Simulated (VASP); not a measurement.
A run of VASP 6.6.1 is set up as follows.

Contents of INCAR:

```
SYSTEM = AlFe
PREC     = Accurate       ! precision mode
ENCUT    = 520            ! plane-wave cutoff, eV
EDIFF    = 1E-6           ! SCF threshold, eV
ISMEAR   = -1             ! smearing method
SIGMA    = 0.1            ! smearing width, eV
LREAL    = .FALSE.        ! projectors in reciprocal space
LASPH    = .TRUE.         ! aspherical terms in the spheres
NELM     = 150            ! most SCF steps
ALGO     = Normal         ! electronic algorithm
ISIF     = 2              ! what is computed and relaxed
LWAVE    = .FALSE.        ! write WAVECAR
LCHARG   = .FALSE.        ! write CHGCAR
ISPIN    = 2              ! spin polarisation
MAGMOM   = 0 2.4          ! initial moments
LORBIT   = 11             ! projections on sites
LMAXMIX  = 4              ! l up to which the mixer works
GGA      = CA             ! functional
NBANDS   = 16             ! bands
```

KPOINTS

```
regular mesh
0
G
  7 7 7
  0 0 0
```

File POSCAR:

```
AlFe
1.0
    2.9100000000      0.0000000000      0.0000000000
    0.0000000000      2.9100000000      0.0000000000
    0.0000000000      0.0000000000      2.9100000000
Al Fe
1 1
Direct
    0.0008200000      0.0064200000      0.0081700000
    0.4997100000      0.4883217182      0.4953000000
```

Potentials or basis: VASP PAW LDA potentials, release 64 (Al, Fe).

Launch:

```bash
$ cat potpaw_LDA.64/Al/POTCAR potpaw_LDA.64/Fe/POTCAR > POTCAR
$ mpirun -np 1 vasp_std > vasp.out
```

Estimate the largest force.

0.409 eV/Å.

What does it give for the site moments?

Al -0.02; Fe +0.66 μB.

Estimate the pressure.

-15.5 GPa.

Estimate the net moment.

0.63 μB per cell.

Stress tensor (GPa, compression positive):
```
-15.46   0.02   0.02
  0.02 -15.62   0.27
  0.02   0.27 -15.54
```

Caveat: the cell stands under tension.
